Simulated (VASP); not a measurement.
# MgAu: single point with LDA

MgAu:

```
Mg Au
1.0
     3.24810    0.00000    0.00000
     0.00000    3.24810    0.00000
     0.00000    0.00000    3.24810
Mg Au
1 1
Cartesian
  1.6241 1.6241 1.6241
  0.0000 0.0000 0.0000
```

This cell differs from its parent crystal: volume scaled by 0.99.

* Program: VASP 6.6.1
* Task: single point
* Functional: LDA
* Potentials or basis: VASP PAW LDA potentials, release 64 (Mg, Au)
* Cutoff: 520 eV
* k mesh: 13 × 13 × 13
* Occupations: fermi-dirac, width 0.05 eV
* Spin: no spin polarisation
* Dipole correction: no
* Further INCAR settings: ALGO = Normal; EDIFF = 1e-06; NBANDS = 14

| Quantity | Value |
| --- | --- |
| Pressure | -3.0 GPa |

Levels at points of the mesh, in eV from the Fermi level:
```tsv
k point	band 4	band 5	band 6	band 7	band 8	band 9
(0.00, 0.00, 0.00)	-4.07	-4.07	-4.07	5.41	5.41	5.41
```

Run time: 12 s on 1 thread of Intel Xeon 6975P-C, on a shared host, peak memory 0.16 GiB.

Caveat: spin-orbit coupling is left out, which moves the levels of the heavy elements.
